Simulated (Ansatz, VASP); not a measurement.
## One calculation of B, two programs

```xyz
9
Lattice="5.5462 0.0000 0.0000 -2.7731 4.8031 0.0000 0.0000 0.0000 2.8918" Properties=species:S:1:pos:R:3 pbc="T T T"
B     2.3614    2.4550    2.8158
B     2.2394    0.8175    1.8518
B     3.7185    1.5307    0.8879
B     0.9454    3.2725    0.0760
B    -0.4117    2.3482    1.0399
B    -0.5337    3.9856    2.0039
B     3.0119    0.0000    0.4820
B    -1.5059    2.6084    2.4098
B     1.2671    2.1948    1.4459
```

Alike in both runs: functional PBE; k mesh 12 × 12 × 14; occupations gaussian, width 0.1 eV; no spin polarisation.

Ansatz relaxed the structure, and its values are those at the end. VASP's run is a single point on that final structure, the one shown.

|  | VASP | Ansatz |
| --- | --- | --- |
| version | VASP 6.6.1 | Ansatz 0.2.0 |
| potentials or method | VASP PAW PBE potentials, release 64 (B), cutoff 520 eV | scalar-relativistic, plane waves, PAW |
| valence electrons in the cell | 27 | 27 |

|  | VASP | Ansatz | Ansatz less VASP |
| --- | --- | --- | --- |
| gap on the k mesh at the Fermi level (eV) | none | none | - |
| pressure (GPa) | 0.0 | 0.0 | +0.01 |

A gap of «none» marks a metal or a gap that the smearing closes. The functional is the same, so the differences come from potentials, cutoffs and numerics.
